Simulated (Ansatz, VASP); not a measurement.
Cr in VASP and in Ansatz

File POSCAR:

```
Cr
1.0
    2.3928153992      0.0000000000      0.0000000000
    0.0000000000      2.3928153992      0.0000000000
    0.0000000000      0.0000000000      2.3928153992
Cr
1
Direct
    0.0000000000      0.0000000000      0.0000000000
```

The input INCAR.step1:

```
SYSTEM = Cr
PREC = Accurate ; ENCUT = 520
ISMEAR = 0 ; SIGMA = 0.1
LREAL = .False. ; LASPH = .True.
NELM = 150 ; ISPIN = 2
MAGMOM = 3 ; LMAXMIX = 4
NBANDS = 16 ; GGA = PE
ALGO = Normal ; EDIFF = 1E-4
LWAVE = .True. ; LCHARG = .False.
```

File INCAR.step2:

```
SYSTEM = Cr
PREC = Accurate ; ENCUT = 520
EDIFF = 1E-6 ; ISMEAR = 0
SIGMA = 0.1 ; LREAL = .False.
LASPH = .True. ; NELM = 150
ALGO = Normal ; ISIF = 2
LWAVE = .False. ; LCHARG = .False.
ISPIN = 2 ; MAGMOM = 3
LORBIT = 11 ; LMAXMIX = 4
METAGGA = R2SCAN ; LMIXTAU = .True.
NBANDS = 16 ; ISTART = 1
```

Contents of KPOINTS:

```
Automatic mesh
0
Gamma
  8 8 8
  0 0 0
```

Input for Ansatz:

```yaml
crystal:
  lattice:
    - [2.3928153992, 0.0, 0.0]
    - [0.0, 2.3928153992, 0.0]
    - [0.0, 0.0, 2.3928153992]
  atoms:
    - { symbol: Cr, position: [0.0, 0.0, 0.0], spin: 3.0 }
basis:
  ecutwfc: 500
kpoints:
  mp_grid: { grid: [8, 8, 8] }
hamiltonian:
  xc: r2scan
scf:
  occupations: { method: gaussian, width: 0.1 }
  lower_state_search: "off"
output:
  forces: true
  stress: true
  eigenvalues: true
  populations: true
magnetization:
  spin_polarized: true
```

Alike in both runs: task single point; functional r2SCAN; k mesh 8 × 8 × 8; occupations gaussian, width 0.1 eV; collinear spin.

|  | VASP | Ansatz |
| --- | --- | --- |
| version | VASP 6.6.1 | Ansatz 0.2.0 |
| potentials or method | VASP PAW PBE potentials, release 64 (Cr_pv), cutoff 520 eV | scalar-relativistic, plane waves, PAW |
| valence electrons in the cell | 12 | 14 |

```tsv
	VASP	Ansatz	Ansatz less VASP
gap on the k mesh at the Fermi level (eV)	none	none	-
pressure (GPa)	-13.9	-14.3	-0.37
net moment per atom (μB)	0.10	0.11	+0.010
size of the moment on the site where the two differ most (μB)	0.10	0.10	-0.001
```

VASP's potentials were made for PBE, not for r2SCAN. Site moments also hang on the region over which each program counts them. A gap of «none» marks a metal or a gap that the smearing closes. VASP's potentials hold 12 valence electrons a cell and Ansatz's 14, so a difference there can come from the potentials and not from the codes. Ansatz's warnings: seeded moment not kept, stability check not made.
